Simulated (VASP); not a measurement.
A run of VASP 6.6.1 is set up as follows.

INCAR

```
PREC     = Accurate       # precision mode
ENCUT    = 600            # plane-wave cutoff, eV
EDIFF    = 1E-7           # SCF threshold, eV
ISMEAR   = 0              # smearing method
SIGMA    = 0.1            # smearing width, eV
LREAL    = F              # projectors in reciprocal space
LASPH    = T              # aspherical terms in the spheres
NELM     = 60             # most SCF steps
ALGO     = Normal         # electronic algorithm
ISIF     = 3              # what is computed and relaxed
LWAVE    = F              # write WAVECAR
LCHARG   = F              # write CHGCAR
GGA      = PE             # functional
IBRION   = 2              # ionic algorithm
NSW      = 100            # ionic steps
EDIFFG   = -0.01          # ionic threshold
```

File KPOINTS:

```
regular mesh
0
Gamma
  12 12 10
```

Contents of POSCAR:

```
BiPdN
1.0
    4.0070642600      0.0000000000      0.0000000000
   -2.0035321300      3.4702194500      0.0000000000
    0.0000000000      0.0000000000      4.3740944200
Bi Pd N
1 1 1
Direct
    0.6666666700      0.3333333300      0.5000000000
    0.0000000000      0.0000000000      0.0000000000
    0.3333333300      0.6666666700      0.5000000000
```

Potentials or basis: VASP PAW PBE potentials, release 64 (Bi_d, Pd, N).

The run is started by

```sh
$ cat potpaw_PBE.64/Bi_d/POTCAR potpaw_PBE.64/Pd/POTCAR potpaw_PBE.64/N/POTCAR > POTCAR
$ mpirun -np 1 vasp_std > vasp.out
```

Question: Predict the relaxed volume.

Answer: 18.09 Å³/atom.

Question: Estimate the space group after relaxing (to 0.05 Å).

Answer: P-6m2 (No. 187).

Final structure:
```cif
data_structure
_symmetry_space_group_name_H-M 'P 1'
_symmetry_Int_Tables_number 1
_cell_length_a 4.0675
_cell_length_b 4.0675
_cell_length_c 3.7870
_cell_angle_alpha 90.000
_cell_angle_beta 90.000
_cell_angle_gamma 120.000
_cell_volume 54.26
loop_
_atom_site_label
_atom_site_type_symbol
_atom_site_fract_x
_atom_site_fract_y
_atom_site_fract_z
_atom_site_occupancy
Bi1 Bi 0.66667 0.33333 0.50000 1
Pd1 Pd 0.00000 0.00000 0.00000 1
N1 N 0.33333 0.66667 0.50000 1
```
